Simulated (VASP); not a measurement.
# CdS (Fm-3m) in VASP: a series of runs, part 2 of 2

VASP 6.6.1. Earlier steps stand in the parts before.

### Step 3. Single point, PBE (volume scaled by 0.94)

Input file INCAR:

```
SYSTEM = CdS
  PREC = Accurate
  ENCUT = 520
  EDIFF = 1E-6
  ISMEAR = -1
  SIGMA = 0.05
  LREAL = .False.
  LASPH = .True.
  NELM = 80
  ALGO = Normal
  ISIF = 2
  LWAVE = .False.
  LCHARG = .True.
  GGA = PE
  LELF = .True.
  LVHAR = .True.
  NBANDS = 16
```

Input file KPOINTS:

```
regular mesh
0
Gamma
  8 8 8
  0 0 0
```

Input file POSCAR:

```
CdS
1.0
    0.0000000000      2.6970395763      2.6970395763
    2.6970395763      0.0000000000      2.6970395763
    2.6970395763      2.6970395763      0.0000000000
Cd S
1 1
Direct
    0.0000000000      0.0000000000      0.0000000000
    0.5000000000      0.5000000000      0.5000000000
```

Potentials or basis: VASP PAW PBE potentials, release 64 (Cd, S).

On the command line:

```
$ cat potpaw_PBE.64/Cd/POTCAR potpaw_PBE.64/S/POTCAR > POTCAR
$ mpirun -np 1 vasp_std > vasp.out
```

It took 9.9 s on 1 thread of AMD EPYC 9R45 (Zen 5), shared host; peak memory 0.13 GiB.

Results (log left out):

```yaml
Free_energy: -5.8397 eV
Pressure: 5.1 GPa
Band_gap_on_the_k_mesh: 0.25 eV, indirect (least direct gap 1.95 eV)
```

Levels at points of the mesh, in eV from the valence-band top:
| k point | band 5 | band 6 | band 7 | band 8 | band 9 | band 10 | band 11 | band 12 | band 13 | band 14 |
| --- | --- | --- | --- | --- | --- | --- | --- | --- | --- | --- |
| (0.00, 0.00, 0.00) | -7.71 | -7.71 | -0.83 | -0.83 | -0.83 | 1.11 | 9.24 | 9.24 | 9.24 | 11.31 |
| (0.50, 0.00, 0.00) | -7.48 | -7.48 | -5.05 | 0.00 | 0.00 | 3.48 | 5.88 | 5.88 | 7.19 | 12.47 |
| (0.50, 0.50, 0.00) | -7.40 | -6.63 | -4.53 | -2.31 | -2.31 | 0.25 | 5.98 | 10.15 | 11.60 | 11.60 |

### Step 4. Single point, PBE (volume scaled by 0.96)

Input file INCAR:

```
PREC = Accurate ; ENCUT = 520
EDIFF = 1E-7 ; ISMEAR = -1
SIGMA = 0.05 ; LREAL = False
LASPH = True ; NELM = 60
ALGO = Normal ; ISIF = 2
LWAVE = False ; LCHARG = True
GGA = PE ; LELF = True
LVHAR = True ; NBANDS = 16
```

Input file KPOINTS:

```
Automatic mesh
0
Gamma
  8 8 8
```

Input file POSCAR:

```
CdS
1.0
    0.0000000000      2.7160334386      2.7160334386
    2.7160334386      0.0000000000      2.7160334386
    2.7160334386      2.7160334386      0.0000000000
Cd S
1 1
Direct
    0.0000000000      0.0000000000      0.0000000000
    0.5000000000      0.5000000000      0.5000000000
```

Potentials or basis: VASP PAW PBE potentials, release 64 (Cd, S).

On the command line:

```
$ cat potpaw_PBE.64/Cd/POTCAR potpaw_PBE.64/S/POTCAR > POTCAR
$ mpirun -np 1 vasp_std > vasp.out
```

OUTCAR:

```text
PREC = Accurate
   ENCUT = 520
   EDIFF = 1E-7
   ISMEAR = -1
   LREAL = False
   LASPH = True
   NELM = 60
   ISIF = 2
   GGA = PE

 ion  position               nearest neighbor table
   1  0.000  0.000  0.000-   2 2.72   2 2.72   2 2.72   2 2.72   2 2.72   2 2.72
   2  0.500  0.500  0.500-   1 2.72   1 2.72   1 2.72   1 2.72   1 2.72   1 2.72

  LATTYP: Found a face centered cubic cell.
 ALAT       =     5.4320668772

  Lattice vectors:

 A1 = (   0.0000000000,   2.7160334386,   2.7160334386)
 A2 = (   2.7160334386,   0.0000000000,   2.7160334386)
[... 625 lines left out ...]
      4      -4.5979      2.00000
      5      -4.3085      2.00000
      6      -4.2100      2.00000
[... 8 lines left out ...]
     15      15.5743      0.00000
     16      17.6997      0.00000

 [... further k-points ...]
[... 5 lines left out ...]
  --------------------------------------------------------------------------------------
  -------------------------------------------------------------------------------------
  Total        0.7897119      0.7897119      0.7897119      0.0000000      0.0000000     -0.0000000
  in kB       31.5750407     31.5750407     31.5750407      0.0000000      0.0000000     -0.0000000
  external PRESSURE =      31.5750407 kB  Pullay stress =       0.0000000 kB

 VOLUME and BASIS-vectors are now :
 -----------------------------------------------------------------------------
  energy-cutoff  :      520.00
  volume of cell :       40.07
      direct lattice vectors                 reciprocal lattice vectors
     0.000000000  2.716033439  2.716033439    -0.184091990  0.184091990  0.184091990
     2.716033439  0.000000000  2.716033439     0.184091990 -0.184091990  0.184091990
     2.716033439  2.716033439  0.000000000     0.184091990  0.184091990 -0.184091990

 POSITION                                       TOTAL-FORCE (eV/Angst)
 -----------------------------------------------------------------------------------
      0.00000      0.00000      0.00000         0.000000      0.000000      0.000000
      2.71603      2.71603      2.71603         0.000000     -0.000000     -0.000000
 -----------------------------------------------------------------------------------
    total drift:                               -0.000000      0.000000      0.000000

  FREE ENERGIE OF THE ION-ELECTRON SYSTEM (eV)
  ---------------------------------------------------
  free  energy   TOTEN  =        -5.8611328580 eV

  energy  without entropy=       -5.8601146842  energy(sigma->0) =       -5.86062377
```

It took 12 s on 1 thread of AMD EPYC 9R45 (Zen 5), shared host; peak memory 0.14 GiB.

Results:

```
Free energy            : -5.8611 eV
Pressure               : 3.2 GPa
Band gap on the k mesh : 0.25 eV, indirect (least direct gap 1.80 eV)
```

### Step 5. Single point, PBE (volume scaled by 1.06)

Input file INCAR:

```
  PREC = Accurate
  ENCUT = 520
  EDIFF = 1E-6
  ISMEAR = -1
  SIGMA = 0.05
  LREAL = F
  LASPH = T
  NELM = 100
  ALGO = Normal
  ISIF = 2
  LWAVE = F
  LCHARG = F
  GGA = PE
  NBANDS = 16
```

KPOINTS is that of step 4.

Input file POSCAR:

```
CdS
1.0
    0.0000000000      2.8072428857      2.8072428857
    2.8072428857      0.0000000000      2.8072428857
    2.8072428857      2.8072428857      0.0000000000
Cd S
1 1
Direct
    0.0000000000      0.0000000000      0.0000000000
    0.5000000000      0.5000000000      0.5000000000
```

On the command line:

```
$ cat potpaw_PBE.64/Cd/POTCAR potpaw_PBE.64/S/POTCAR > POTCAR
$ mpirun -np 1 vasp_std > vasp.out
```

Run time: 11 s. Hardware: 1 thread of AMD EPYC 9R45 (Zen 5), shared host; peak memory 0.14 GiB.

Results (log left out):

```
Free energy            : -5.8462 eV
Pressure               : -3.7 GPa
Band gap on the k mesh : 0.25 eV, indirect (least direct gap 1.18 eV)
```

Levels at points of the mesh, in eV from the valence-band top:
| k point | band 5 | band 6 | band 7 | band 8 | band 9 | band 10 | band 11 | band 12 | band 13 | band 14 |
| --- | --- | --- | --- | --- | --- | --- | --- | --- | --- | --- |
| (0.00, 0.00, 0.00) | -7.47 | -7.47 | -0.59 | -0.59 | -0.59 | 0.59 | 9.21 | 9.21 | 9.21 | 10.93 |
| (0.50, 0.00, 0.00) | -7.31 | -7.31 | -4.48 | 0.00 | 0.00 | 3.57 | 5.95 | 5.95 | 6.18 | 11.96 |
| (0.50, 0.50, 0.00) | -7.26 | -6.71 | -3.73 | -1.83 | -1.83 | 0.25 | 6.15 | 9.35 | 10.69 | 10.69 |

### Step 6. Overview

| cell | k mesh | smearing | gap on the mesh (eV) | pressure (GPa) |
| --- | --- | --- | --- | --- |
| a = 3.894 Å, angles 60.0°, 2 atoms | 5 × 5 × 5 | fermi-dirac 0.04 eV | 0.74 | 0.0 |
| a = 3.814 Å, angles 60.0°, 2 atoms | 8 × 8 × 8 | fermi-dirac 0.05 eV | 0.25 | 5.1 |
| a = 3.841 Å, angles 60.0°, 2 atoms | 8 × 8 × 8 | fermi-dirac 0.05 eV | 0.25 | 3.2 |
| a = 3.970 Å, angles 60.0°, 2 atoms | 8 × 8 × 8 | fermi-dirac 0.05 eV | 0.25 | -3.7 |

Alike in all rows: task single point; level PBE; potentials or basis VASP PAW PBE potentials, release 64 (Cd, S); no spin polarisation; cutoff (eV) 520.

Total energies depend on the potentials used, so only differences within one code and one set of settings carry meaning.
